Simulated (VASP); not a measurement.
Here is a VASP 6.6.1 calculation.

The input INCAR:

```
PREC = Accurate
ENCUT = 520
EDIFF = 1E-6
ISMEAR = 0
SIGMA = 0.05
LREAL = False
LASPH = True
NELM = 80
ALGO = Normal
ISIF = 2
LWAVE = False
LCHARG = False
GGA = CA
NBANDS = 18
```

File KPOINTS:

```
regular mesh
0
Gamma
  8 8 8
```

POSCAR

```
ScAl3
1.0
   -1.9763611985      1.9763611985      4.3431244301
    1.9763611985     -1.9763611985      4.3431244301
    1.9763611985      1.9763611985     -4.3431244301
Sc Al
1 3
Direct
    0.0000000000      0.0000000000      0.0000000000
    0.7500000000      0.2500000000      0.5000000000
    0.2500000000      0.7500000000      0.5000000000
    0.5000000000      0.5000000000      0.0000000000
```

Potentials or basis: VASP PAW LDA potentials, release 64 (Sc_sv, Al).

Command:

```console
$ cat potpaw_LDA.64/Sc_sv/POTCAR potpaw_LDA.64/Al/POTCAR > POTCAR
$ mpirun -np 1 vasp_std > vasp.out
```

(1) Predict the pressure.

(2) Estimate the band gap on the k mesh.

Results:

(1) -0.1 GPa.

(2) zero (bands 10 and 11 overlap by 1.82 eV).
